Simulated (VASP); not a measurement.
# Hf (P6_3/mmc) in VASP: further runs, part 2 of 2

VASP 6.6.1.

### 3 Relaxation of cell and atoms, LDA

The input, INCAR:

```
SYSTEM = Hf
PREC = Accurate
ENCUT = 600
EDIFF = 1E-6
ISMEAR = -1
SIGMA = 0.15
LREAL = .False.
LASPH = .True.
NELM = 60
ALGO = Normal
ISIF = 3
LWAVE = .False.
LCHARG = .False.
IBRION = 2
NSW = 80
EDIFFG = -0.001
```

The input, KPOINTS:

```
Automatic mesh
0
Gamma
  12 12 8
  0 0 0
```

The input, POSCAR:

```
Hf
1.0
    3.1181299137      0.0000000028      0.0000000000
   -1.5590649593      2.7003797161      0.0000000000
    0.0000000000      0.0000000000      4.9468960220
Hf
2
Direct
    0.3333333333      0.6666666667      0.2500000000
    0.6666666667      0.3333333333      0.7500000000
```

Potentials or basis: VASP PAW LDA potentials, release 64 (Hf_pv).

The run is started by

```
$ cat potpaw_LDA.64/Hf_pv/POTCAR > POTCAR
$ mpirun -np 1 vasp_std > vasp.out
```

OUTCAR:

```text
SYSTEM = Hf
   PREC = Accurate
   ENCUT = 600
   EDIFF = 1E-6
   ISMEAR = -1
   LREAL = .False.
   LASPH = .True.
   NELM = 60
   ISIF = 3
   IBRION = 2
   NSW = 80
   EDIFFG = -0.001

 ion  position               nearest neighbor table
   1  0.333  0.667  0.250-   2 3.06   2 3.06   2 3.06   2 3.06   2 3.06   2 3.06
   2  0.667  0.333  0.750-   1 3.06   1 3.06   1 3.06   1 3.06   1 3.06   1 3.06

  LATTYP: Found a hexagonal cell.
 ALAT       =     3.1181299137
 C/A-ratio  =     1.5864945204

  Lattice vectors:

 A1 = (   3.1181299137,   0.0000000028,   0.0000000000)
 A2 = (  -1.5590649593,   2.7003797161,   0.0000000000)
 A3 = (   0.0000000000,   0.0000000000,   4.9468960220)

Analysis of symmetry for initial positions (statically):
=====================================================================
 Subroutine PRICEL returns:
 Original cell was already a primitive cell.

 Routine SETGRP: Setting up the symmetry group for a
 hexagonal supercell.

 Subroutine GETGRP returns: Found 24 space group operations
 (whereof 12 operations were pure point group operations)
 out of a pool of 24 trial point group operations.

The static configuration has the point symmetry D_3d.
 The point group associated with its full space group is D_6h.

Analysis of symmetry for dynamics (positions and initial velocities):
=====================================================================
 Subroutine PRICEL returns:
 Original cell was already a primitive cell.

 Routine SETGRP: Setting up the symmetry group for a
 hexagonal supercell.

 Subroutine GETGRP returns: Found 24 space group operations
 (whereof 12 operations were pure point group operations)
 out of a pool of 24 trial point group operations.

The dynamic configuration has the point symmetry D_3d.
 The point group associated with its full space group is D_6h.

 Subroutine INISYM returns: Found 24 space group operations
 (whereof 12 operations are pure point group operations),
 and found     1 'primitive' translations

----------------------------------------------------------------------------------------

                                     Primitive cell

  volume of cell :      41.6535

  direct lattice vectors                    reciprocal lattice vectors
     3.118129914  0.000000003  0.000000000     0.320705047  0.185159145  0.000000000
    -1.559064959  2.700379716  0.000000000    -0.000000000  0.370318290  0.000000000
     0.000000000  0.000000000  4.946896022     0.000000000  0.000000000  0.202146962

  length of vectors
     3.118129914  3.118129914  4.946896022     0.370318290  0.370318290  0.202146962

  position of ions in fractional coordinates (direct lattice)
     0.333333333  0.666666667  0.250000000
     0.666666667  0.333333333  0.750000000

  ion indices of the primitive-cell ions
   primitive index   ion index
                 1           1
                 2           2

----------------------------------------------------------------------------------------

 KPOINTS: Automatic mesh

Automatic generation of k-mesh.
 Grid dimensions read from file:
 generate k-points for:   12   12    8

 Generating k-lattice:

  Cartesian coordinates                     Fractional coordinates (reciprocal lattice)
     0.026725421  0.015429929  0.000000000     0.083333333  0.000000000  0.000000000
    -0.000000000  0.030859858  0.000000000     0.000000000  0.083333333  0.000000000
     0.000000000  0.000000000  0.025268370     0.000000000  0.000000000  0.125000000
[... 63 lines left out ...]
   ISIF   =      3    stress and relaxation
   ISYM   =      2    0-nonsym 1-usesym 2-fastsym
   POTIM  = 0.5000    time-step for ionic-motion
   TEBEG  =    0.0;   TEEND  =   0.0 temperature during run
   PSTRESS=    0.0 pullay stress
   NELECT =      20.0000    total number of electrons
   NUPDOWN=      -1.0000    fix difference up-down
   EMIN   =  10.00;   EMAX   =-10.00  energy-range for DOS
   EFERMI =   0.00;   METHOD = LEGACY
   ISMEAR =    -1;   SIGMA  =   0.15  broadening in eV -4-tet -1-fermi 0-gaus
   EFERMI_NEDOS =   21; number of points for ismear=-14 and -15
   IALGO  =     38    algorithm
   IMIX   =      4    mixing-type and parameters
     AMIX     =   0.40;   BMIX     =  1.00
     AMIX_MAG =   1.60;   BMIX_MAG =  1.00
  volume/ion in A,a.u.               =      20.83       140.55
  Fermi-wavevector in a.u.,A,eV,Ry     =   1.281940  2.422515 22.359394  1.643369
  Thomas-Fermi vector in A             =   2.414280
   LORBIT       =      0    0 simple, 1 ext, 2 COOP (PROOUT), +10 PAW based schemes
   GGA     = CA    functional components
   LHFCALC =     F    Hartree Fock is set to
   AEXX    =    0.0000 exact exchange contribution
   IVDW    =     0    specifies the selected vdW correction
   LEPSILON=     F    determine dielectric tensor
   LRPA    =     F    only Hartree local field effects (RPA)
 conjugate gradient relaxation of ions
 non-spin polarized calculation
  energy-cutoff  :      600.00
  volume of cell :       41.65
 maximum number of plane-waves:      1412
 NGX is ok and might be reduce to    28
   NGX = 13   NGY = 13   NGZ = 19

--------------------------------------- Ionic step        1  -------------------------------------------

 number of electron      19.9999999 magnetization

 Free energy of the ion-electron system (eV)
  ---------------------------------------------------
  ext. energy  EPLUGINS =         0.00000000
  ---------------------------------------------------
  free energy    TOTEN  =       -21.45307179 eV

  energy without entropy =      -21.31834221  energy(sigma->0) =      -21.38570700

------------------------ aborting loop because EDIFF is reached ----------------------------------------

  FORCE on cell =-STRESS in cart. coord.  units (eV):
  Direction    XX          YY          ZZ          XY          YZ          ZX
  --------------------------------------------------------------------------------------
  -------------------------------------------------------------------------------------
  Total        0.0277315      0.0277315      0.1334916     -0.0000000      0.0000000     -0.0000000
  in kB        1.0666759      1.0666759      5.1346725     -0.0000000      0.0000000     -0.0000000
  external PRESSURE =       2.4226748 kB  Pullay stress =       0.0000000 kB
[... 89 lines left out ...]
  FREE ENERGIE OF THE ION-ELECTRON SYSTEM (eV)
  ---------------------------------------------------
  free  energy   TOTEN  =       -21.4532103651 eV

  energy  without entropy=      -21.3178598065  energy(sigma->0) =      -21.38553509

[... ionic steps 4 to 14 ...]

--------------------------------------- Ionic step       15  -------------------------------------------

 number of electron      19.9999999 magnetization

------------------------ aborting loop because EDIFF is reached ----------------------------------------
[... 67 lines left out ...]
--------------------------------------- Ionic step       17  -------------------------------------------

 number of electron      19.9999999 magnetization

 Free energy of the ion-electron system (eV)
  ---------------------------------------------------
  ext. energy  EPLUGINS =         0.00000000
  ---------------------------------------------------
  free energy    TOTEN  =       -21.45324651 eV

  energy without entropy =      -21.31770630  energy(sigma->0) =      -21.38547641

 E-fermi :   5.2403     XC(G=0): -11.7908

 val. band max:        5.2330713963   @ k =   0.3333   0.1667   0.3750
 cond. band min:       5.2647870555   @ k =   0.1667   0.0000   0.3750
 fundamental gap:      0.0317156592
 Fermi energy:         5.2403114192

 k-point     1 :       0.0000    0.0000    0.0000
  band No.  band energies     occupation
      1     -25.5977      2.00000
      2     -24.6576      2.00000
      3     -24.6576      2.00000
      4     -24.5002      2.00000
      5     -24.5002      2.00000
      6     -24.4956      2.00000
      7      -2.2536      2.00000
      8       1.3508      2.00000
      9       6.3125      0.00157
     10       6.4256      0.00074
     11       6.4256      0.00074
     12       6.6631      0.00015
     13       7.2999      0.00000
     14       7.2999      0.00000
[... 377 lines left out ...]
      1     -25.3443      2.00000
      2     -25.1573      2.00000
      3     -25.0732      2.00000
      4     -24.8227      2.00000
      5     -24.6546      2.00000
      6     -24.5962      2.00000
      7       0.6873      2.00000
      8       2.7588      2.00000
      9       3.4607      1.99999
     10       4.6365      1.96491
     11       5.9953      0.01295
     12       6.5013      0.00045
     13       6.6555      0.00016
     14       9.6230      0.00000

 [... further k-points ...]
[... 5 lines left out ...]
  --------------------------------------------------------------------------------------
  -------------------------------------------------------------------------------------
  Total       -0.0019474     -0.0019474      0.0001563      0.0000000      0.0000000     -0.0000000
  in kB       -0.0747575     -0.0747575      0.0059991      0.0000000      0.0000000     -0.0000000
  external PRESSURE =      -0.0478386 kB  Pullay stress =       0.0000000 kB
[... 17 lines left out ...]
  FREE ENERGIE OF THE ION-ELECTRON SYSTEM (eV)
  ---------------------------------------------------
  free  energy   TOTEN  =       -21.4532465137 eV

  energy  without entropy=      -21.3177063008  energy(sigma->0) =      -21.38547641

 reached required accuracy - stopping structural energy minimisation
```

OSZICAR:

```text
N       E                     dE             d eps       ncg     rms          rms(c)
DAV:   1     0.507204015429E+02    0.50720E+02   -0.12718E+04  2676   0.153E+03
DAV:   2    -0.199616495812E+02   -0.70682E+02   -0.69536E+02  3308   0.290E+02
DAV:   3    -0.221282529762E+02   -0.21666E+01   -0.20846E+01  3630   0.314E+01
[... 84 lines left out ...]
DAV:   1    -0.214532465364E+02    0.17984E-06   -0.10504E-07  1384   0.275E-03    0.179E-03
DAV:   2    -0.214532465185E+02    0.17968E-07   -0.42738E-08  1384   0.146E-03
  16 F= -.21453247E+02 E0= -.21385476E+02  d E =-.161114E-06
       N       E                     dE             d eps       ncg     rms          rms(c)
DAV:   1    -0.214532465165E+02    0.19919E-07   -0.25363E-08  1384   0.135E-03    0.798E-04
DAV:   2    -0.214532465137E+02    0.28438E-08   -0.71388E-09  1384   0.596E-04
  17 F= -.21453247E+02 E0= -.21385476E+02  d E =-.156319E-06
```

It took 2 min on 1 thread of Intel Xeon 6975P-C (Granite Rapids), shared host; peak memory 0.2 GiB.

Results:

```yaml
Free_energy: -21.4532 eV
Relaxed_volume: 20.87 Å³/atom
Relaxed_cell: a = 3.117 Å, b = 3.117 Å, c = 4.960 Å, α = 90.00°, β = 90.00°, γ = 120.00°
Space_group_after_relaxing_to_0.05_Å: P6_3/mmc (No. 194)
Energy_gained_by_relaxing: 0.1 meV/atom
Ionic_steps: 17
Pressure_after_relaxing: 0.0 GPa
Band_gap_on_the_k_mesh: zero (band 10 reaches 6.43 eV, above the bottom of band 11 at 5.02 eV)
```

Step by step:
```tsv
step	energy change (eV)	largest force (eV/Å)	pressure (GPa)	volume (Å³)
1	0.0000	0.0000	0.24	41.65
2	-0.0001	0.0000	-0.31	41.84
3	-0.0001	0.0000	-0.08	41.76
4	-0.0002	0.0000	-0.01	41.74
5	-0.0002	0.0000	-0.01	41.74
6	-0.0002	0.0000	-0.01	41.73
7	-0.0002	0.0000	0.04	41.72
8	-0.0002	0.0000	0.03	41.73
9	-0.0002	0.0000	0.03	41.73
10	-0.0002	0.0000	0.02	41.73
11	-0.0002	0.0000	0.04	41.74
12	-0.0002	0.0000	-0.02	41.75
13	-0.0002	0.0000	-0.06	41.74
14	-0.0002	0.0000	-0.05	41.74
15	-0.0002	0.0000	-0.02	41.74
16	-0.0002	0.0000	-0.01	41.74
17	-0.0002	0.0000	0.00	41.74
```

Final structure:
```
Hf
1.0
     3.11696    0.00000    0.00000
    -1.55848    2.69937    0.00000
     0.00000    0.00000    4.96035
Hf
2
Direct
  0.33333 0.66667 0.25000
  0.66667 0.33333 0.75000
```

Caveat: spin-orbit coupling is left out, which moves the levels of the heavy elements.
